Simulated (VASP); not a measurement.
A run of VASP 6.6.1 is set up as follows.

Contents of INCAR:

```
SYSTEM = MgO
  PREC = Accurate
  ENCUT = 520
  EDIFF = 1E-7
  ISMEAR = 0
  SIGMA = 0.05
  LREAL = .False.
  LASPH = .True.
  NELM = 100
  ALGO = Normal
  ISIF = 2
  LWAVE = .False.
  LCHARG = .False.
  GGA = PE
  NBANDS = 16
```

File KPOINTS:

```
regular mesh
0
Gamma
  9 9 6
  0 0 0
```

Contents of POSCAR:

```
MgO
1.0
    3.3706506669      0.0000000000      0.0000000000
   -1.6853253335      2.9190691049      0.0000000000
    0.0000000000      0.0000000000      5.2070772651
Mg O
2 2
Direct
    0.3422748310      0.6845496620      0.0063188067
    0.6756081643      0.3512163287      0.5063188067
    0.3197497906      0.6394995812      0.3982811933
    0.6530831239      0.3061662478      0.8982811933
```

Potentials or basis: VASP PAW PBE potentials, release 64 (Mg, O).

Run with:

```console
$ cat potpaw_PBE.64/Mg/POTCAR potpaw_PBE.64/O/POTCAR > POTCAR
$ mpirun -np 1 vasp_std > vasp.out
```

**Question.** What does it give for the largest force?

**Answer.** 1.288 eV/Å.

**Question.** Estimate the pressure.

**Answer.** -4.4 GPa.

**Question.** Predict the band gap on the k mesh.

**Answer.** 3.09 eV.

Stress tensor (GPa, compression positive):
```
-4.83  0.00  0.00
 0.00 -3.49 -2.34
 0.00 -2.34 -5.01
```

Caveat: the cell differs from its parent crystal (atoms displaced along a vibrational mode, the cell strained); the cell stands under tension; forces of over 1 eV/Å act on the atoms, so gaps and moduli don't describe the material at rest. A k mesh can miss the band edges.
